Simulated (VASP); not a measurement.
# NiCl3 (P6_3/mcm) in VASP: a series of runs

The runs below take NiCl3 through relaxation of cell and atoms, with LDA, PBEsol.

Everything below comes from runs of VASP 6.6.1. Logs are shortened: lines on timing, memory, paths and dates and some standing lists are left out, and cuts for length are marked.

### Step 1. The cell of the first run

Symmetry: P6_3/mcm, No. 193, hexagonal system. The conventional cell has a = 6.241 Å, b = 6.241 Å, c = 5.632 Å, α = 90.00°, β = 90.00°, γ = 120.00°. Cl (site symmetry m2m) has 2 Ni at 2.39 Å within 3.2 Å. Within 3.2 Å of Ni (site symmetry -3m) lie 6 Cl at 2.39 Å and 2 Ni at 2.82 Å.

### Step 2. Relaxation of cell and atoms, LDA

File INCAR:

```
ALGO = Normal
EDIFF = 1E-6
EDIFFG = -0.01
ENCUT = 600
GGA = CA
IBRION = 2
ISIF = 3
ISMEAR = -1
LASPH = True
LCHARG = False
LREAL = False
LWAVE = False
NELM = 80
NSW = 60
PREC = Accurate
SIGMA = 0.1
```

File KPOINTS:

```
k-points
0
Gamma
  4 4 3
```

File POSCAR:

```
NiCl3
1.0
    3.1206840000      5.4051780000      0.0000000000
   -3.1206840000      5.4051780000      0.0000000000
    0.0000000000      0.0000000000      5.6323040000
Cl Ni
6 2
Direct
    0.3100000000      0.6900000000      0.2500000000
    0.3100000000      0.0000000000      0.7500000000
    0.0000000000      0.3100000000      0.2500000000
    0.6900000000      0.3100000000      0.7500000000
    0.6900000000      0.0000000000      0.2500000000
    0.0000000000      0.6900000000      0.7500000000
    0.0000000000      0.0000000000      0.0000000000
    0.0000000000      0.0000000000      0.5000000000
```

Potentials or basis: VASP PAW LDA potentials, release 64 (Cl, Ni).

Launch:

```console
> cat potpaw_LDA.64/Cl/POTCAR potpaw_LDA.64/Ni/POTCAR > POTCAR
> mpirun -np 1 vasp_std > vasp.out
```

OUTCAR:

```text
EDIFF = 1E-6
   EDIFFG = -0.01
   ENCUT = 600
   GGA = CA
   IBRION = 2
   ISIF = 3
   ISMEAR = -1
   LASPH = True
   LREAL = False
   NELM = 80
   NSW = 60
   PREC = Accurate

 ion  position               nearest neighbor table
   1  0.310  0.690  0.250-   7 2.39   8 2.39
   2  0.310  0.000  0.750-   7 2.39   8 2.39
   3  0.000  0.310  0.250-   7 2.39   8 2.39
   4  0.690  0.310  0.750-   7 2.39   8 2.39
   5  0.690  0.000  0.250-   7 2.39   8 2.39
   6  0.000  0.690  0.750-   7 2.39   8 2.39
   7  0.000  0.000  0.000-   2 2.39   3 2.39   5 2.39   6 2.39   1 2.39   4 2.39   8 2.82   8 2.82

   8  0.000  0.000  0.500-   2 2.39   3 2.39   5 2.39   6 2.39   1 2.39   4 2.39   7 2.82   7 2.82

  LATTYP: Found a hexagonal cell.
 ALAT       =     6.2413634600
 C/A-ratio  =     0.9024156398

  Lattice vectors:

 A1 = (   3.1206840000,  -5.4051780000,   0.0000000000)
 A2 = (   3.1206840000,   5.4051780000,   0.0000000000)
 A3 = (   0.0000000000,   0.0000000000,   5.6323040000)

Analysis of symmetry for initial positions (statically):
=====================================================================
 Subroutine PRICEL returns:
 Original cell was already a primitive cell.

 Routine SETGRP: Setting up the symmetry group for a
 hexagonal supercell.

 Subroutine GETGRP returns: Found 24 space group operations
 (whereof 12 operations were pure point group operations)
 out of a pool of 24 trial point group operations.

The static configuration has the point symmetry D_3d.
 The point group associated with its full space group is D_6h.

Analysis of symmetry for dynamics (positions and initial velocities):
=====================================================================
 Subroutine PRICEL returns:
 Original cell was already a primitive cell.

 Routine SETGRP: Setting up the symmetry group for a
 hexagonal supercell.

 Subroutine GETGRP returns: Found 24 space group operations
 (whereof 12 operations were pure point group operations)
 out of a pool of 24 trial point group operations.

The dynamic configuration has the point symmetry D_3d.
 The point group associated with its full space group is D_6h.

 Subroutine INISYM returns: Found 24 space group operations
 (whereof 12 operations are pure point group operations),
 and found     1 'primitive' translations

----------------------------------------------------------------------------------------

                                     Primitive cell

  volume of cell :     190.0097

  direct lattice vectors                    reciprocal lattice vectors
     3.120684000  5.405178000  0.000000000     0.160221285  0.092503892  0.000000000
    -3.120684000  5.405178000  0.000000000    -0.160221285  0.092503892  0.000000000
[... 100 lines left out ...]
     AMIX_MAG =   1.60;   BMIX_MAG =  1.00
  volume/ion in A,a.u.               =      23.75       160.28
  Fermi-wavevector in a.u.,A,eV,Ry     =   1.127059  2.129833 17.282973  1.270263
  Thomas-Fermi vector in A             =   2.263744
   LORBIT       =      0    0 simple, 1 ext, 2 COOP (PROOUT), +10 PAW based schemes
   GGA     = CA    functional components
   LHFCALC =     F    Hartree Fock is set to
   AEXX    =    0.0000 exact exchange contribution
   IVDW    =     0    specifies the selected vdW correction
   LEPSILON=     F    determine dielectric tensor
   LRPA    =     F    only Hartree local field effects (RPA)
 conjugate gradient relaxation of ions
 non-spin polarized calculation
  energy-cutoff  :      600.00
  volume of cell :      190.01
 maximum number of plane-waves:      6356
 NGX is ok and might be reduce to    50
   NGX = 25   NGY = 25   NGZ = 23

--------------------------------------- Ionic step        1  -------------------------------------------

 number of electron      61.9999982 magnetization

 Free energy of the ion-electron system (eV)
  ---------------------------------------------------
  ext. energy  EPLUGINS =         0.00000000
  ---------------------------------------------------
  free energy    TOTEN  =       -29.15672780 eV

  energy without entropy =      -28.82096079  energy(sigma->0) =      -28.98884430

------------------------ aborting loop because EDIFF is reached ----------------------------------------

  FORCE on cell =-STRESS in cart. coord.  units (eV):
  Direction    XX          YY          ZZ          XY          YZ          ZX
  --------------------------------------------------------------------------------------
  -------------------------------------------------------------------------------------
  Total      -11.6092273    -11.6092048    -10.1572843      0.0000000      0.0000000      0.0000000
  in kB      -97.8899304    -97.8897405    -85.6470309      0.0000000      0.0000000      0.0000000
  external PRESSURE =     -93.8089006 kB  Pullay stress =       0.0000000 kB
[... 107 lines left out ...]
  FREE ENERGIE OF THE ION-ELECTRON SYSTEM (eV)
  ---------------------------------------------------
  free  energy   TOTEN  =       -30.4170805800 eV

  energy  without entropy=      -30.1253346663  energy(sigma->0) =      -30.27120762

 E-fermi :   2.8222     XC(G=0):  -9.8898

 val. band max:        2.7915869977   @ k =   0.5000   0.0000   0.3333
 cond. band min:       2.8450200078   @ k =   0.2500   0.0000   0.3333
 fundamental gap:      0.0534330101
 Fermi energy:         2.8221536789

 k-point     1 :       0.0000    0.0000    0.0000
  band No.  band energies     occupation
      1     -13.5135      2.00000
      2     -12.2427      2.00000
      3     -11.8764      2.00000
      4     -11.8764      2.00000
      5     -11.7484      2.00000
      6     -11.7484      2.00000
[... 309 lines left out ...]
     36       9.9236      0.00000
     37      10.0334      0.00000

[... ionic steps 4 to 12 ...]

--------------------------------------- Ionic step       13  -------------------------------------------

 number of electron      62.0000006 magnetization

------------------------ aborting loop because EDIFF is reached ----------------------------------------
[... 79 lines left out ...]
--------------------------------------- Ionic step       15  -------------------------------------------

 number of electron      62.0000010 magnetization

 Free energy of the ion-electron system (eV)
  ---------------------------------------------------
  ext. energy  EPLUGINS =         0.00000000
  ---------------------------------------------------
  free energy    TOTEN  =       -30.48278300 eV

  energy without entropy =      -30.20300143  energy(sigma->0) =      -30.34289222

 E-fermi :   3.2370     XC(G=0): -10.1277

 val. band max:        3.2158946060   @ k =   0.5000   0.0000   0.3333
 cond. band min:       3.2540109179   @ k =   0.5000   0.2500   0.0000
 fundamental gap:      0.0381163119
 Fermi energy:         3.2369876421

 k-point     1 :       0.0000    0.0000    0.0000
  band No.  band energies     occupation
      1     -13.1779      2.00000
      2     -11.8406      2.00000
      3     -11.4494      2.00000
      4     -11.4494      2.00000
      5     -11.3474      2.00000
      6     -11.3474      2.00000
[... 344 lines left out ...]
  FREE ENERGIE OF THE ION-ELECTRON SYSTEM (eV)
  ---------------------------------------------------
  free  energy   TOTEN  =       -30.4827830046 eV

  energy  without entropy=      -30.2030014326  energy(sigma->0) =      -30.34289222

 reached required accuracy - stopping structural energy minimisation
```

Run time: 21 min. Hardware: 1 thread of Intel Xeon Platinum 8175M at 2.50GHz (Skylake/Cascade Lake), shared host; peak memory 0.3 GiB.

Results:

```
Free energy                           : -30.4828 eV
Relaxed volume                        : 19.11 Å³/atom
Relaxed cell                          : a = 5.681 Å, b = 5.681 Å, c = 5.471 Å, α = 90.00°, β = 90.00°, γ = 60.00°
Space group after relaxing (to 0.1 Å) : P6_3/mcm (No. 193)
Energy gained by relaxing             : 165.8 meV/atom
Ionic steps                           : 15
Pressure after relaxing               : 0.0 GPa
Largest force after relaxing          : 0.005 eV/Å
Band gap on the k mesh                : zero (bands 31 and 32 overlap by 0.48 eV)
```

Forces on the atoms (eV/Å):
```
Cl   0.005  0.000  0.000
Cl   0.002  0.004  0.000
Cl  -0.002  0.004  0.000
Cl  -0.005  0.000  0.000
Cl  -0.002 -0.004  0.000
Cl   0.002 -0.004  0.000
Ni   0.000  0.000  0.000
Ni   0.000  0.000  0.000
```

Stress tensor (GPa, compression positive):
```
 0.07  0.00  0.00
 0.00  0.07  0.00
 0.00  0.00 -0.03
```

The path:
| step | energy change (eV) | largest force (eV/Å) | pressure (GPa) | volume (Å³) |
| --- | --- | --- | --- | --- |
| 1 | 0.0000 | 1.6637 | -9.38 | 190.01 |
| 2 | -1.0321 | 1.1338 | 6.24 | 154.27 |
| 3 | -1.2604 | 0.0489 | -0.27 | 163.44 |
| 4 | -1.2604 | 0.1011 | 0.01 | 162.93 |
| 5 | -1.2788 | 0.1093 | -0.02 | 162.33 |
| 6 | -1.2997 | 0.1330 | -0.21 | 160.92 |
| 7 | -1.3006 | 0.1384 | -0.19 | 160.55 |
| 8 | -1.3092 | 0.0612 | -0.55 | 159.47 |
| 9 | -1.3161 | 0.1360 | -1.20 | 156.61 |
| 10 | -1.3183 | 0.1289 | -1.06 | 155.96 |
| 11 | -1.3229 | 0.1079 | -0.69 | 154.02 |
| 12 | -1.3212 | 0.0641 | 0.11 | 150.20 |
| 13 | -1.3240 | 0.0908 | -0.40 | 152.61 |
| 14 | -1.3249 | 0.0671 | -0.27 | 152.68 |
| 15 | -1.3261 | 0.0046 | 0.04 | 152.89 |

Final structure:
```
Cl Ni
1.0
     2.84030    4.91954    0.00000
    -2.84030    4.91954    0.00000
     0.00000    0.00000    5.47100
Cl Ni
6 2
Direct
  0.31134 0.68866 0.25000
  0.31134 0.00000 0.75000
  0.00000 0.31134 0.25000
  0.68866 0.31134 0.75000
  0.68866 0.00000 0.25000
  0.00000 0.68866 0.75000
  0.00000 0.00000 0.00000
  0.00000 0.00000 0.50000
```

Caveat: the k points lie up to 0.38 Å⁻¹ apart in the final cell; the volume moved by over 15 % at a fixed basis, so the end points are rough; the run has no spin polarisation, though such a crystal can be magnetic; semilocal functionals often make such compounds metallic where correlation or magnetic order opens a gap, which also shifts bond lengths. With open d or f shells a metallic result of LDA can be an artefact of self-interaction; +U or a hybrid may open a gap.

### Step 3. Relaxation of cell and atoms, PBEsol

File INCAR:

```
SYSTEM = NiCl3
  ALGO = Normal
  EDIFF = 1E-7
  EDIFFG = -0.01
  ENCUT = 600
  GGA = PS
  IBRION = 2
  ISIF = 3
  ISMEAR = -1
  LASPH = .TRUE.
  LCHARG = .FALSE.
  LREAL = .FALSE.
  LWAVE = .FALSE.
  NELM = 80
  NSW = 60
  PREC = Accurate
  SIGMA = 0.1
```

File KPOINTS:

```
k-points
0
G
  4 4 3
  0 0 0
```

POSCAR is that of step 2.

Potentials or basis: VASP PAW PBE potentials, release 64 (Cl, Ni).

Launch:

```console
> cat potpaw_PBE.64/Cl/POTCAR potpaw_PBE.64/Ni/POTCAR > POTCAR
> mpirun -np 1 vasp_std > vasp.out
```

It took 29 min on 1 thread of Intel Xeon Platinum 8175M at 2.50GHz (Skylake/Cascade Lake), shared host; peak memory 0.38 GiB.

It converged, with:

* Free energy: -27.9052 eV
* Relaxed volume: 22.05 Å³/atom
* Relaxed cell: a = 6.042 Å, b = 6.042 Å, c = 5.578 Å, α = 90.00°, β = 90.00°, γ = 60.00°
* Space group after relaxing (to 0.1 Å): P6_3/mcm (No. 193)
* Energy gained by relaxing: 107.1 meV/atom
* Ionic steps: 15
* Pressure after relaxing: 0.0 GPa
* Band gap on the k mesh: zero (bands 31 and 32 overlap by 0.30 eV)

Step by step:
| step | energy change (eV) | largest force (eV/Å) | pressure (GPa) | volume (Å³) |
| --- | --- | --- | --- | --- |
| 1 | 0.0000 | 1.5057 | -7.19 | 190.01 |
| 2 | -0.7195 | 0.5793 | 4.21 | 162.18 |
| 3 | -0.8260 | 0.1129 | 0.25 | 168.68 |
| 4 | -0.8260 | 0.0740 | 0.47 | 168.28 |
| 5 | -0.8422 | 0.0475 | 0.36 | 169.05 |
| 6 | -0.8523 | 0.0002 | 0.23 | 170.30 |
| 7 | -0.8527 | 0.0588 | -0.11 | 171.26 |
| 8 | -0.8528 | 0.0434 | -0.03 | 171.01 |
| 9 | -0.8536 | 0.0399 | -0.02 | 171.45 |
| 10 | -0.8552 | 0.0295 | 0.00 | 172.78 |
| 11 | -0.8563 | 0.0076 | 0.05 | 175.46 |
| 12 | -0.8566 | 0.0143 | -0.11 | 176.90 |
| 13 | -0.8567 | 0.0118 | -0.06 | 176.43 |
| 14 | -0.8562 | 0.0476 | 0.21 | 176.17 |
| 15 | -0.8567 | 0.0018 | 0.00 | 176.37 |

Final structure:
```cif
data_structure
_symmetry_space_group_name_H-M 'P 1'
_symmetry_Int_Tables_number 1
_cell_length_a 6.0422
_cell_length_b 6.0422
_cell_length_c 5.5782
_cell_angle_alpha 90.000
_cell_angle_beta 90.000
_cell_angle_gamma 60.000
_cell_volume 176.37
loop_
_atom_site_label
_atom_site_type_symbol
_atom_site_fract_x
_atom_site_fract_y
_atom_site_fract_z
_atom_site_occupancy
Cl1 Cl 0.29382 0.70618 0.25000 1
Cl2 Cl 0.29382 0.00000 0.75000 1
Cl3 Cl 0.00000 0.29382 0.25000 1
Cl4 Cl 0.70618 0.29382 0.75000 1
Cl5 Cl 0.70618 0.00000 0.25000 1
Cl6 Cl 0.00000 0.70618 0.75000 1
Ni1 Ni 0.00000 0.00000 0.00000 1
Ni2 Ni 0.00000 0.00000 0.50000 1
```

Levels at points of the mesh, in eV from the Fermi level:
```
           k point  band 28  band 29  band 30  band 31  band 32  band 33  band 34  band 35
(0.00, 0.00, 0.00)    -1.39    -0.99    -0.99    -0.13    -0.13     0.41     0.41     5.41
(0.50, 0.00, 0.00)    -1.26    -1.08    -0.99    -0.05     0.22     0.42     0.60     6.58
```

Caveat: the k points lie up to 0.38 Å⁻¹ apart in the final cell; the PAW data sets were made with another functional, which shifts forces and pressure a little; the run has no spin polarisation, though such a crystal can be magnetic; semilocal functionals often make such compounds metallic where correlation or magnetic order opens a gap, which also shifts bond lengths. Spin polarisation is off, so any magnetic state and its effect on volume and gap are missing.
